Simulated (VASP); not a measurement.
# AlN (P3m1) in VASP: further runs, part 2 of 2

VASP 6.6.1. Earlier steps stand in the parts before.

## 5. Single point, r2SCAN (atom 1 (Al) moved by (+0.000, +0.225) A along x and z)

POSCAR reads:

```
AlN
1.0
    3.1066653383      0.0000000000      0.0000000000
   -1.5533326691      2.6904511040      0.0000000000
    0.0000000000      0.0000000000      4.9784048429
Al N
2 2
Direct
    0.3333333333      0.6666666667      0.0468881019
    0.6666666667      0.3333333333      0.5016929024
    0.3333333333      0.6666666667      0.3833070976
    0.6666666667      0.3333333333      0.8833070976
```

INCAR.step1 reads:

```
SYSTEM = AlN
  ALGO = Normal
  EDIFF = 1E-4
  ENCUT = 520
  GGA = PE
  ISMEAR = 0
  LASPH = .True.
  LCHARG = .False.
  LREAL = .False.
  LWAVE = .True.
  NBANDS = 16
  NELM = 100
  PREC = Accurate
  SIGMA = 0.05
```

INCAR.step2 reads:

```
SYSTEM = AlN
  ALGO = Normal
  EDIFF = 1E-6
  ENCUT = 520
  ISIF = 2
  ISMEAR = 0
  ISTART = 1
  LASPH = .True.
  LCHARG = .False.
  LMIXTAU = .True.
  LREAL = .False.
  LWAVE = .False.
  METAGGA = R2SCAN
  NBANDS = 16
  NELM = 100
  PREC = Accurate
  SIGMA = 0.05
```

KPOINTS reads:

```
k-points
0
Gamma
  12 12 6
  0 0 0
```

Potentials or basis: VASP PAW PBE potentials, release 64 (Al, N).

Launch:

```bash
> cat potpaw_PBE.64/Al/POTCAR potpaw_PBE.64/N/POTCAR > POTCAR
> cp INCAR.step1 INCAR
> mpirun -np 1 vasp_std > vasp.out
> cp INCAR.step2 INCAR
> mpirun -np 1 vasp_std > vasp.out
```

OUTCAR:

```text
SYSTEM = AlN
   EDIFF = 1E-6
   ENCUT = 520
   ISIF = 2
   ISMEAR = 0
   ISTART = 1
   LASPH = .True.
   LREAL = .False.
   METAGGA = R2SCAN
   NELM = 100
   PREC = Accurate

 ion  position               nearest neighbor table
   1  0.333  0.667  0.047-   3 1.67   4 1.97   4 1.97   4 1.97   2 2.89   2 2.89   2 2.89   2 3.25
                             2 3.25   2 3.25
   2  0.667  0.333  0.502-   3 1.89   3 1.89   3 1.89   4 1.90   1 2.89   1 2.89   1 2.89   1 3.25
                             1 3.25   1 3.25
   3  0.333  0.667  0.383-   1 1.67   2 1.89   2 1.89   2 1.89
[... 659 lines left out ...]
  --------------------------------------------------------------------------------------
  -------------------------------------------------------------------------------------
  Total       -0.8006738     -0.8006738      5.2971983     -0.0000000     -0.0000000      0.0000000
  in kB      -30.8287858    -30.8287858    203.9609518     -0.0000000     -0.0000000      0.0000000
  external PRESSURE =      47.4344601 kB  Pullay stress =       0.0000000 kB

 VOLUME and BASIS-vectors are now :
 -----------------------------------------------------------------------------
  energy-cutoff  :      520.00
  volume of cell :       41.61
      direct lattice vectors                 reciprocal lattice vectors
     3.106665338  0.000000000  0.000000000     0.321888550  0.185842441  0.000000000
    -1.553332669  2.690451104  0.000000000     0.000000000  0.371684882  0.000000000
     0.000000000  0.000000000  4.978404843     0.000000000  0.000000000  0.200867553

 POSITION                                       TOTAL-FORCE (eV/Angst)
 -----------------------------------------------------------------------------------
     -0.00000      1.79363      0.23343        -0.000000      0.000000     -7.694767
      1.55333      0.89682      2.49763         0.000000      0.000000      2.070442
     -0.00000      1.79363      1.90826        -0.000000     -0.000000      3.871543
      1.55333      0.89682      4.39746         0.000000      0.000000      1.752782
 -----------------------------------------------------------------------------------
    total drift:                                0.000001     -0.000000      0.001406

  FREE ENERGIE OF THE ION-ELECTRON SYSTEM (eV)
  ---------------------------------------------------
  free  energy   TOTEN  =       -37.7051698960 eV

  energy  without entropy=      -37.7051698960  energy(sigma->0) =      -37.70516990
```

OUTCAR.step1:

```text
SYSTEM = AlN
   EDIFF = 1E-4
   ENCUT = 520
   GGA = PE
   ISMEAR = 0
   LASPH = .True.
   LREAL = .False.
   NELM = 100
[... 685 lines left out ...]
      1.55333      0.89682      2.49763         0.000000      0.000000      1.960603
     -0.00000      1.79363      1.90826        -0.000000      0.000000      3.878843
      1.55333      0.89682      4.39746         0.000000     -0.000000      1.626062
 -----------------------------------------------------------------------------------
    total drift:                                0.000000      0.000000     -0.003817

  FREE ENERGIE OF THE ION-ELECTRON SYSTEM (eV)
  ---------------------------------------------------
  free  energy   TOTEN  =       -29.0391815779 eV

  energy  without entropy=      -29.0391815779  energy(sigma->0) =      -29.03918158
```

Run time: 2.9 min. Hardware: 1 thread of Intel Xeon Platinum 8488C (Sapphire Rapids), shared host; peak memory 0.2 GiB.

Results:

```
Free energy            : -37.7052 eV
Pressure               : 4.7 GPa
Largest force          : 7.695 eV/Å
Band gap on the k mesh : 3.92 eV
```

Forces in eV/Å, atoms in the order of the input:
```
Al   0.000  0.000 -7.695
Al   0.000  0.000  2.070
N    0.000  0.000  3.872
N    0.000  0.000  1.753
```

Levels at points of the mesh, in eV from the valence-band top:
| k point | band 4 | band 5 | band 6 | band 7 | band 8 | band 9 | band 10 | band 11 | band 12 | band 13 |
| --- | --- | --- | --- | --- | --- | --- | --- | --- | --- | --- |
| (0.00, 0.00, 0.00) | -2.18 | -2.18 | -1.00 | 0.00 | 0.00 | 3.92 | 7.02 | 10.60 | 11.12 | 11.12 |
| (0.50, 0.00, 0.00) | -4.38 | -4.29 | -3.23 | -2.51 | -0.74 | 5.52 | 5.63 | 8.47 | 10.65 | 10.86 |
| (0.00, 0.00, 0.50) | -3.76 | -2.14 | -2.14 | -0.06 | -0.06 | 5.74 | 6.95 | 10.14 | 10.95 | 10.95 |
| (0.50, 0.00, 0.50) | -5.71 | -3.07 | -2.44 | -1.85 | -1.05 | 4.93 | 5.32 | 9.48 | 9.91 | 12.00 |

Caveat: the cell differs from its parent crystal (atom 1 (Al) moved by (+0.000, +0.225) A along x and z); the cell stands under pressure; the PAW data sets were made with another functional, which shifts forces and pressure a little.

## 6. Summary

| cell | gap on the mesh (eV) | pressure (GPa) | largest force (eV/Å) |
| --- | --- | --- | --- |
| as given, atomic positions A | 3.76 | 6.4 | 3.62 |
| as given, atomic positions B | 1.96 | 26.2 | 24.92 |
| as given, atomic positions C | 4.34 | 1.8 | 3.15 |
| as given, atomic positions D | 3.92 | 4.7 | 7.69 |

Alike in all rows: task single point; level r2SCAN; potentials or basis VASP PAW PBE potentials, release 64 (Al, N); no spin polarisation; k mesh 12 × 12 × 6; cutoff (eV) 520; smearing gaussian 0.05 eV.

Caveats: the PAW data sets were made with another functional, which shifts forces and pressure a little; the cell stands under pressure (at least some runs).

Total energies depend on the potentials used, so only differences within one code and one set of settings carry meaning.
